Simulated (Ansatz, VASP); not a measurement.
## GdAl2N3: VASP beside Ansatz

```
CELL_PARAMETERS angstrom
5.35110 0.00000 0.00000
-2.67555 4.63419 0.00000
0.00000 0.00000 2.67652
ATOMIC_POSITIONS crystal
Gd 0.00000 0.00000 0.00000
Al 0.66667 0.33333 0.00000
Al 0.33333 0.66667 0.00000
N 0.50000 0.50000 0.50000
N 0.50000 0.00000 0.50000
N 0.00000 0.50000 0.50000
```

Change from the starting cell: species swapped into the EuAl2Ag3 type (P6/mmm, No. 191).

Alike in both runs: task relaxation of cell and atoms; functional PBE; k mesh 6 × 6 × 6; occupations gaussian, width 0.1 eV; collinear spin.

|  | VASP | Ansatz |
| --- | --- | --- |
| version | VASP 6.6.1 | Ansatz 0.2.0 |
| potentials or method | VASP PAW PBE potentials, release 64 (Gd, Al, N), cutoff 600 eV | scalar-relativistic, plane waves, PAW |
| valence electrons in the cell | 39 | 39 |

```tsv
	VASP	Ansatz	Ansatz less VASP
gap on the k mesh at the Fermi level, each at its own relaxed structure (eV)	none	none	-
net moment per atom (μB)	1.13	1.12	-0.004
size of the moment on the site where the two differ most (μB)	6.68	6.78	+0.107
relaxed volume (Å³/atom)	11.02	11.01	-0.014
relaxed cell length with the largest relative difference (Å)	2.707	2.702	-0.0044
```

Site moments also hang on the region over which each program counts them. A gap of «none» marks a metal or a gap that the smearing closes.

The k mesh is coarse, so the values compare programs but aren't converged. Spin-orbit coupling is off throughout.
